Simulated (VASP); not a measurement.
# Al16P16H (a cell with a defect): single point with PBE

The system is Al16P16H (a cell with a defect).

```
Al P H
1.0
    -5.50734    5.50734   -5.50734
     5.50734   -5.50734   -5.50734
    -5.50734   -5.50734    5.50734
Al P H
16 16 1
Direct
  0.49838 0.24921 0.24921
  0.24921 0.24921 0.49838
  0.99918 0.25079 0.75000
  0.75000 0.99918 0.25079
  0.75000 0.25079 0.99918
  0.50082 0.00162 0.50082
  0.25079 0.99918 0.75000
  0.99918 0.75000 0.25079
  0.99854 0.99854 0.99854
  0.75000 0.75000 0.50146
  0.50146 0.75000 0.75000
  0.24921 0.49838 0.24921
  0.25079 0.75000 0.99918
  0.00162 0.50082 0.50082
  0.75000 0.50146 0.75000
  0.50082 0.50082 0.00162
  0.50000 0.00000 0.25000
  0.25000 0.00000 0.50000
  0.00042 0.00042 0.75000
  0.75000 0.75000 0.25086
  0.75000 0.00042 0.00042
  0.49958 0.75000 0.49958
  0.25086 0.75000 0.75000
  0.00000 0.50000 0.25000
  0.00042 0.75000 0.00042
  0.75000 0.49958 0.49958
  0.49958 0.49958 0.75000
  0.24914 0.24914 0.24914
  0.25000 0.50000 0.00000
  0.00000 0.25000 0.50000
  0.75000 0.25086 0.75000
  0.50000 0.25000 0.00000
  0.75000 0.75000 0.75000
```

| Property | Result |
| --- | --- |
| Program | VASP 6.6.1 |
| Task | single point |
| Functional | PBE |
| Potentials or basis | VASP PAW PBE potentials, release 64 (Al, P, H) |
| Cutoff | 520 eV |
| k mesh | 2 × 2 × 2, shifted |
| Occupations | gaussian, width 0.01 eV |
| Spin | no spin polarisation |
| Dipole correction | no |
| Charge | 1 |
| Further INCAR settings | LREAL = Auto; ALGO = Normal; EDIFF = 1e-06; NBANDS = 86; NELECT = 128.0 |

```
Largest force : 0.023 eV/Å
```

Forces in eV/Å, atoms in the order of the input:
```
Al  -0.001  0.005 -0.001
Al  -0.001 -0.001  0.005
Al  -0.001  0.001 -0.005
Al   0.001 -0.005 -0.001
Al  -0.001 -0.005  0.001
Al   0.005  0.001  0.001
Al   0.001 -0.001 -0.005
Al  -0.005  0.001 -0.001
Al  -0.008 -0.008 -0.008
Al   0.008  0.008 -0.008
Al   0.008 -0.008  0.008
Al   0.005 -0.001 -0.001
Al  -0.005 -0.001  0.001
Al   0.001  0.005  0.001
Al  -0.008  0.008  0.008
Al   0.001  0.001  0.005
P    0.000  0.000  0.000
P    0.000  0.000  0.000
P    0.000  0.000 -0.006
P   -0.014 -0.014  0.014
P    0.000 -0.006  0.000
P    0.006  0.000  0.000
P   -0.014  0.014 -0.014
P    0.000  0.000  0.000
P   -0.006  0.000  0.000
P    0.000  0.006  0.000
P    0.000  0.000  0.006
P    0.014  0.014  0.014
P    0.000  0.000  0.000
P    0.000  0.000  0.000
P    0.014 -0.014 -0.014
P    0.000  0.000  0.000
H    0.000  0.000  0.000
```

Levels at points of the mesh, in eV from the Fermi level:
| k point | band 61 | band 62 | band 63 | band 64 | band 65 | band 66 | band 67 | band 68 |
| --- | --- | --- | --- | --- | --- | --- | --- | --- |
| (0.25, 0.25, 0.25) | -0.03 | -0.01 | -0.01 | -0.01 | 0.00 | 3.22 | 3.22 | 3.22 |

It took 5.1 min on 1 thread of Intel(R) Xeon(R) Platinum 8488C (Sapphire Rapids), on a shared host, peak memory 0.73 GiB.

Caveat: the k points lie up to 0.40 Å⁻¹ apart; the cell carries a net charge on a neutralising background, which shifts energy and pressure; the cell is charged against a uniform background, so pressure and absolute levels hang on convention.
